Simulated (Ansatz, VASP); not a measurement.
## One calculation of Rh, two programs

INCAR

```
ALGO     = Normal         # electronic algorithm
EDIFF    = 1E-7           # SCF threshold, eV
ENCUT    = 520            # plane-wave cutoff, eV
GGA      = PE             # functional
ISIF     = 2              # what is computed and relaxed
ISMEAR   = -1             # smearing method
LASPH    = True           # aspherical terms in the spheres
LCHARG   = False          # write CHGCAR
LREAL    = False          # projectors in reciprocal space
LWAVE    = False          # write WAVECAR
NBANDS   = 22             # bands
NELM     = 100            # most SCF steps
PREC     = Accurate       # precision mode
SIGMA    = 0.1            # smearing width, eV
```

File KPOINTS:

```
k-points
0
Gamma
  18 18 10
```

The input POSCAR:

```
Rh
1.0
    2.3909160360      0.0000000000      0.0000000000
   -1.1954580180      2.0705940255      0.0000000000
    0.0000000000      0.0000000000      3.8801047452
Rh
2
Direct
    0.3333333333      0.6666666667      0.2500000000
    0.6666666667      0.3333333333      0.7500000000
```

Input for Ansatz:

```yaml
crystal:
  lattice:
    - [2.390916036, 0.0, 0.0]
    - [-1.195458018, 2.0705940255, 0.0]
    - [0.0, 0.0, 3.8801047452]
  atoms:
    - { symbol: Rh, position: [0.3333333333, 0.6666666667, 0.25] }
    - { symbol: Rh, position: [0.6666666667, 0.3333333333, 0.75] }
kpoints:
  mp_grid: { grid: [18, 18, 10] }
scf:
  occupations: { method: fermi_dirac, width: 0.1 }
hamiltonian:
  xc: pbe
  pseudopotentials: { kind: all_electron, lapw: { basis_error: 0.001 } }
output:
  forces: true
  stress: true
  eigenvalues: true
  populations: true
```

Change from the starting cell: volume scaled by 0.68, LAPW.

Alike in both runs: task single point; functional PBE; k mesh 18 × 18 × 10; occupations fermi-dirac, width 0.1 eV; no spin polarisation.

```csv
,VASP,Ansatz
version,VASP 6.6.1,Ansatz 0.2.0
potentials or method,"VASP PAW PBE potentials, release 64 (Rh_pv), cutoff 520 eV","all-electron LAPW, scalar-relativistic"
```

VASP gave:

```
pressure (GPa)                                                : 257.3
traceless stress, the component that is largest in VASP (GPa) : 0.09
```

Question: Which values does Ansatz return?

Answer: Pressure (GPa): 255.5; traceless stress, the component that is largest in VASP (GPa): -0.04.

Both programs put the cell under a high pressure, so it lies far from rest at this level. Ansatz ran all-electron here, and VASP with PAW potentials.

Noted on VASP's run: the cell as given lies far from equilibrium.
